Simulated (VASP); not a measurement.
A run of VASP 6.6.1:

File INCAR:

```
ALGO     = Fast           # electronic algorithm
EDIFF    = 1E-6           # SCF threshold, eV
ENCUT    = 520            # plane-wave cutoff, eV
GGA      = PE             # functional
ISIF     = 2              # what is computed and relaxed
ISMEAR   = 0              # smearing method
ISPIN    = 2              # spin polarisation
LASPH    = True           # aspherical terms in the spheres
LCHARG   = True           # write CHGCAR
LELF     = True           # ELF
LMAXMIX  = 4              # l up to which the mixer works
LORBIT   = 11             # projections on sites
LREAL    = False          # projectors in reciprocal space
LVHAR    = True         
LWAVE    = False          # write WAVECAR
MAGMOM   = 0 0 1.67 1.67 1.67 1.67 # initial moments
NBANDS   = 43             # bands
NELM     = 150            # most SCF steps
PREC     = Accurate       # precision mode
SIGMA    = 0.1            # smearing width, eV
```

The input KPOINTS:

```
k-points
0
Gamma
  4 4 4
```

The input POSCAR:

```
CdCo2
1.0
    0.0000000000      3.4663942453      3.4663942453
    3.4663942453      0.0000000000      3.4663942453
    3.4663942453      3.4663942453      0.0000000000
Cd Co
2 4
Direct
    0.0000000000      0.0000000000      0.0000000000
    0.2500000000      0.2500000000      0.2500000000
    0.6250000000      0.6250000000      0.6250000000
    0.1250000000      0.6250000000      0.6250000000
    0.6250000000      0.6250000000      0.1250000000
    0.6250000000      0.1250000000      0.6250000000
```

Potentials or basis: VASP PAW PBE potentials, release 64 (Cd, Co).

The run is started by

```console
$ cat potpaw_PBE.64/Cd/POTCAR potpaw_PBE.64/Co/POTCAR > POTCAR
$ mpirun -np 1 vasp_std > vasp.out
```

Hardware: 1 thread of Intel(R) Xeon(R) Platinum 8488C (Sapphire Rapids), with other jobs on the host.

Q: Estimate the wall time of this run.

A: Run time: 48 s on 1 thread of Intel(R) Xeon(R) Platinum 8488C (Sapphire Rapids), on a shared host, peak memory 0.25 GiB. Counts: scf iterations 16, k points 8.
